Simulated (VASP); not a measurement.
# ZrN (Fm-3m) in VASP: further runs

Runs on ZrN. Level: PBEsol. Tasks: single point.

All numbers are computed with VASP 6.6.1; they aren't measurements. Logs are shortened: lines on timing, memory, paths and dates and some standing lists are left out, and cuts for length are marked.

## Step 1: The cell of the first run

The structure is cubic, space group Fm-3m (No. 225). The conventional cell has a = 4.506 Å, b = 4.506 Å, c = 4.506 Å, α = 90.00°, β = 90.00°, γ = 90.00°. Within 3.0 Å of Zr (site symmetry m-3m) lie 6 N at 2.25 Å. N (site symmetry m-3m) has 6 Zr at 2.25 Å within 3.0 Å.

## Step 2: Single point, PBEsol

INCAR

```
PREC = Accurate ; ENCUT = 600
EDIFF = 1E-6 ; ISMEAR = -1
SIGMA = 0.1 ; LREAL = False
LASPH = True ; NELM = 120
ALGO = Normal ; ISIF = 2
LWAVE = False ; LCHARG = False
GGA = PS ; NBANDS = 16
GGA_COMPAT = False
```

KPOINTS

```
regular mesh
0
Gamma
  11 11 11
```

POSCAR

```
ZrN
1.0
    0.0000000000      2.2530480500      2.2530480500
    2.2530480500      0.0000000000      2.2530480500
    2.2530480500      2.2530480500      0.0000000000
Zr N
1 1
Direct
    0.5000000000      0.5000000000      0.5000000000
    0.0000000000      0.0000000000      0.0000000000
```

Potentials or basis: VASP PAW PBE potentials, release 64 (Zr_sv, N).

The run is started by

```sh
$ cat potpaw_PBE.64/Zr_sv/POTCAR potpaw_PBE.64/N/POTCAR > POTCAR
$ mpirun -np 1 vasp_std > vasp.out
```

OUTCAR:

```text
PREC = Accurate
   ENCUT = 600
   EDIFF = 1E-6
   ISMEAR = -1
   LREAL = False
   LASPH = True
   NELM = 120
   ISIF = 2
   GGA = PS

 ion  position               nearest neighbor table
   1  0.500  0.500  0.500-   2 2.25   2 2.25   2 2.25   2 2.25   2 2.25   2 2.25
   2  0.000  0.000  0.000-   1 2.25   1 2.25   1 2.25   1 2.25   1 2.25   1 2.25

  LATTYP: Found a face centered cubic cell.
 ALAT       =     4.5060961000

  Lattice vectors:

 A1 = (   0.0000000000,   2.2530480500,   2.2530480500)
 A2 = (   2.2530480500,   0.0000000000,   2.2530480500)
 A3 = (   2.2530480500,   2.2530480500,   0.0000000000)

Analysis of symmetry for initial positions (statically):
=====================================================================
 Subroutine PRICEL returns:
 Original cell was already a primitive cell.

 Routine SETGRP: Setting up the symmetry group for a
 face centered cubic supercell.

 Subroutine GETGRP returns: Found 48 space group operations
 (whereof 48 operations were pure point group operations)
 out of a pool of 48 trial point group operations.

The static configuration has the point symmetry O_h .

Analysis of symmetry for dynamics (positions and initial velocities):
=====================================================================
 Subroutine PRICEL returns:
 Original cell was already a primitive cell.

 Routine SETGRP: Setting up the symmetry group for a
 face centered cubic supercell.

 Subroutine GETGRP returns: Found 48 space group operations
 (whereof 48 operations were pure point group operations)
 out of a pool of 48 trial point group operations.

The dynamic configuration has the point symmetry O_h .

 Subroutine INISYM returns: Found 48 space group operations
 (whereof 48 operations are pure point group operations),
 and found     1 'primitive' translations

----------------------------------------------------------------------------------------

                                     Primitive cell

  volume of cell :      22.8740

  direct lattice vectors                    reciprocal lattice vectors
     0.000000000  2.253048050  2.253048050    -0.221921588  0.221921588  0.221921588
     2.253048050  0.000000000  2.253048050     0.221921588 -0.221921588  0.221921588
     2.253048050  2.253048050  0.000000000     0.221921588  0.221921588 -0.221921588

  length of vectors
     3.186291109  3.186291109  3.186291109     0.384379465  0.384379465  0.384379465

  position of ions in fractional coordinates (direct lattice)
     0.500000000  0.500000000  0.500000000
[... 72 lines left out ...]
   ISPIN  =      1    spin polarized calculation?
   LNONCOLLINEAR =      F non collinear calculations
   LSORBIT =      F    spin-orbit coupling
   LASPH  =      T    aspherical Exc in radial PAW
   ENCUT  =  600.0 eV  44.10 Ry    6.64 a.u.   6.36  6.36  6.36*2*pi/ulx,y,z
   NELM   =    120;   NELMIN=  2; NELMDL= -5     # of ELM steps
   EDIFF  = 0.1E-05   stopping-criterion for ELM
   LREAL  =      F    real-space projection
[... 7 lines left out ...]
   TEBEG  =    0.0;   TEEND  =   0.0 temperature during run
   PSTRESS=    0.0 pullay stress
   NELECT =      17.0000    total number of electrons
   NUPDOWN=      -1.0000    fix difference up-down
   EMIN   =  10.00;   EMAX   =-10.00  energy-range for DOS
   EFERMI =   0.00;   METHOD = LEGACY
   ISMEAR =    -1;   SIGMA  =   0.10  broadening in eV -4-tet -1-fermi 0-gaus
   EFERMI_NEDOS =   21; number of points for ismear=-14 and -15
   IALGO  =     38    algorithm
   IMIX   =      4    mixing-type and parameters
     AMIX     =   0.40;   BMIX     =  1.00
     AMIX_MAG =   1.60;   BMIX_MAG =  1.00
  volume/ion in A,a.u.               =      11.44        77.18
  Fermi-wavevector in a.u.,A,eV,Ry     =   1.482896  2.802267 29.918946  2.198980
  Thomas-Fermi vector in A             =   2.596625
   LORBIT       =      0    0 simple, 1 ext, 2 COOP (PROOUT), +10 PAW based schemes
   GGA     = PS    functional components
   LHFCALC =     F    Hartree Fock is set to
   AEXX    =    0.0000 exact exchange contribution
   IVDW    =     0    specifies the selected vdW correction
   LEPSILON=     F    determine dielectric tensor
   LRPA    =     F    only Hartree local field effects (RPA)
 non-spin polarized calculation
  energy-cutoff  :      600.00
  volume of cell :       22.87
 maximum number of plane-waves:       777
 NGX is ok and might be reduce to    28
   NGX = 13   NGY = 13   NGZ = 13

 number of electron      17.0000001 magnetization

 Free energy of the ion-electron system (eV)
  ---------------------------------------------------
  ext. energy  EPLUGINS =         0.00000000
  ---------------------------------------------------
  free energy    TOTEN  =       -21.53839663 eV

  energy without entropy =      -21.51510676  energy(sigma->0) =      -21.52675170

 E-fermi :  12.4650     XC(G=0): -12.9538

 val. band max:       12.4504721927   @ k =  -0.0909   0.0909   0.0000
 cond. band min:      12.4650423678   @ k =   0.4545   0.1818   0.0000
 fundamental gap:      0.0145701750
 Fermi energy:        12.4650271751

 k-point     1 :       0.0000    0.0000    0.0000
  band No.  band energies     occupation
      1     -36.8097      2.00000
      2     -14.3999      2.00000
      3     -14.3999      2.00000
      4     -14.3999      2.00000
      5      -3.9210      2.00000
      6       9.7989      2.00000
[... 433 lines left out ...]
      3     -14.6823      2.00000
      4     -14.4398      2.00000
      5      -2.5013      2.00000
      6       6.1772      2.00000
[... 8 lines left out ...]
     15      25.7042      0.00000
     16      26.9830      0.00000

 [... further k-points ...]

------------------------ aborting loop because EDIFF is reached ----------------------------------------

  FORCE on cell =-STRESS in cart. coord.  units (eV):
  Direction    XX          YY          ZZ          XY          YZ          ZX
  --------------------------------------------------------------------------------------
  -------------------------------------------------------------------------------------
  Total        1.3171713      1.3171713      1.3171713      0.0000000      0.0000000      0.0000000
  in kB       92.2595857     92.2595857     92.2595857      0.0000000      0.0000000      0.0000000
  external PRESSURE =      92.2595857 kB  Pullay stress =       0.0000000 kB

 VOLUME and BASIS-vectors are now :
 -----------------------------------------------------------------------------
  energy-cutoff  :      600.00
  volume of cell :       22.87
      direct lattice vectors                 reciprocal lattice vectors
     0.000000000  2.253048050  2.253048050    -0.221921588  0.221921588  0.221921588
     2.253048050  0.000000000  2.253048050     0.221921588 -0.221921588  0.221921588
     2.253048050  2.253048050  0.000000000     0.221921588  0.221921588 -0.221921588

 POSITION                                       TOTAL-FORCE (eV/Angst)
 -----------------------------------------------------------------------------------
      2.25305      2.25305      2.25305        -0.000000     -0.000000      0.000000
      0.00000      0.00000      0.00000         0.000000      0.000000     -0.000000
 -----------------------------------------------------------------------------------
    total drift:                                0.000000      0.000000      0.000000

  FREE ENERGIE OF THE ION-ELECTRON SYSTEM (eV)
  ---------------------------------------------------
  free  energy   TOTEN  =       -21.5383966291 eV

  energy  without entropy=      -21.5151067643  energy(sigma->0) =      -21.52675170
```

Wall time 26 s (1 thread of Intel Xeon 8259CL, shared host); peak memory 0.17 GiB.

Results:

```yaml
Free_energy: -21.5384 eV
Pressure: 9.2 GPa
Band_gap_on_the_k_mesh: zero (an odd number of electrons rules out a gap without spin polarisation)
```

Caveat: the cell stands under pressure; the PAW data sets were made with another functional, which shifts forces and pressure a little; an odd number of electrons without spin polarisation forces a metal; a magnetic or distorted state may lie lower.

## Step 3: Single point, PBEsol

This run uses another cell than the first one, of 11.80 Å³/atom.

INCAR

```
SYSTEM = ZrN
ALGO     = Normal         ! electronic algorithm
EDIFF    = 1E-6           ! SCF threshold, eV
ENCUT    = 600            ! plane-wave cutoff, eV
GGA      = PS             ! functional
GGA_COMPAT= .False.      
ISIF     = 2              ! what is computed and relaxed
ISMEAR   = -1             ! smearing method
LASPH    = .True.         ! aspherical terms in the spheres
LCHARG   = .False.        ! write CHGCAR
LREAL    = .False.        ! projectors in reciprocal space
LWAVE    = .False.        ! write WAVECAR
NBANDS   = 16             ! bands
NELM     = 120            ! most SCF steps
PREC     = Accurate       ! precision mode
SIGMA    = 0.1            ! smearing width, eV
```

KPOINTS

```
k-points
0
Gamma
  11 11 11
  0 0 0
```

POSCAR

```
ZrN
1.0
    0.0000000000      2.2767660883      2.2767660883
    2.2767660883      0.0000000000      2.2767660883
    2.2767660883      2.2767660883      0.0000000000
Zr N
1 1
Direct
    0.5000000000      0.5000000000      0.5000000000
    0.0000000000      0.0000000000      0.0000000000
```

Potentials or basis: VASP PAW PBE potentials, release 64 (Zr_sv, N).

The run is started by

```sh
$ cat potpaw_PBE.64/Zr_sv/POTCAR potpaw_PBE.64/N/POTCAR > POTCAR
$ mpirun -np 1 vasp_std > vasp.out
```

OUTCAR:

```text
SYSTEM = ZrN
   EDIFF = 1E-6
   ENCUT = 600
   GGA = PS
   ISIF = 2
   ISMEAR = -1
   LASPH = .True.
   LREAL = .False.
   NELM = 120
   PREC = Accurate

 ion  position               nearest neighbor table
   1  0.500  0.500  0.500-   2 2.28   2 2.28   2 2.28   2 2.28   2 2.28   2 2.28
   2  0.000  0.000  0.000-   1 2.28   1 2.28   1 2.28   1 2.28   1 2.28   1 2.28

  LATTYP: Found a face centered cubic cell.
 ALAT       =     4.5535321766

  Lattice vectors:

 A1 = (   0.0000000000,   2.2767660883,   2.2767660883)
 A2 = (   2.2767660883,   0.0000000000,   2.2767660883)
 A3 = (   2.2767660883,   2.2767660883,   0.0000000000)

Analysis of symmetry for initial positions (statically):
=====================================================================
 Subroutine PRICEL returns:
 Original cell was already a primitive cell.

 Routine SETGRP: Setting up the symmetry group for a
 face centered cubic supercell.

 Subroutine GETGRP returns: Found 48 space group operations
 (whereof 48 operations were pure point group operations)
 out of a pool of 48 trial point group operations.

The static configuration has the point symmetry O_h .

[... 160 lines left out ...]
 E-fermi :  12.0511     XC(G=0): -12.7878

 val. band max:       12.0505068135   @ k =   0.4545   0.1818   0.0000
 cond. band min:      12.1666026297   @ k =  -0.4545   0.2727   0.0909
 fundamental gap:      0.1160958162
 Fermi energy:        12.0511425399

 k-point     1 :       0.0000    0.0000    0.0000
  band No.  band energies     occupation
      1     -37.3068      2.00000
      2     -14.9343      2.00000
      3     -14.9343      2.00000
      4     -14.9343      2.00000
      5      -4.2055      2.00000
      6       9.4259      2.00000
[... 433 lines left out ...]
      3     -15.1874      2.00000
      4     -14.9719      2.00000
      5      -2.8771      2.00000
      6       5.8882      2.00000
[... 8 lines left out ...]
     15      25.0138      0.00000
     16      26.1994      0.00000

 [... further k-points ...]

------------------------ aborting loop because EDIFF is reached ----------------------------------------

  FORCE on cell =-STRESS in cart. coord.  units (eV):
  Direction    XX          YY          ZZ          XY          YZ          ZX
  --------------------------------------------------------------------------------------
  -------------------------------------------------------------------------------------
  Total        0.0245844      0.0245844      0.0245844     -0.0000000     -0.0000000     -0.0000000
  in kB        1.6687229      1.6687229      1.6687229     -0.0000000     -0.0000000     -0.0000000
  external PRESSURE =       1.6687229 kB  Pullay stress =       0.0000000 kB

 VOLUME and BASIS-vectors are now :
 -----------------------------------------------------------------------------
  energy-cutoff  :      600.00
  volume of cell :       23.60
      direct lattice vectors                 reciprocal lattice vectors
     0.000000000  2.276766088  2.276766088    -0.219609736  0.219609736  0.219609736
     2.276766088  0.000000000  2.276766088     0.219609736 -0.219609736  0.219609736
     2.276766088  2.276766088  0.000000000     0.219609736  0.219609736 -0.219609736

 POSITION                                       TOTAL-FORCE (eV/Angst)
 -----------------------------------------------------------------------------------
      2.27677      2.27677      2.27677        -0.000000      0.000000     -0.000000
      0.00000      0.00000      0.00000         0.000000     -0.000000      0.000000
 -----------------------------------------------------------------------------------
    total drift:                                0.000000      0.000000      0.000000

  FREE ENERGIE OF THE ION-ELECTRON SYSTEM (eV)
  ---------------------------------------------------
  free  energy   TOTEN  =       -21.5605038669 eV

  energy  without entropy=      -21.5365093985  energy(sigma->0) =      -21.54850663
```

Run time: 26 s. Hardware: 1 thread of Intel Xeon 8259CL, shared host; peak memory 0.17 GiB.

What came out:

- Free energy: -21.5605 eV
- Pressure: 0.2 GPa
- Band gap on the k mesh: zero (an odd number of electrons rules out a gap without spin polarisation)

Caveat: the PAW data sets were made with another functional, which shifts forces and pressure a little; an odd number of electrons without spin polarisation forces a metal; a magnetic or distorted state may lie lower.

The gap in the log of VASP goes by the Fermi energy; the results here count the filled bands.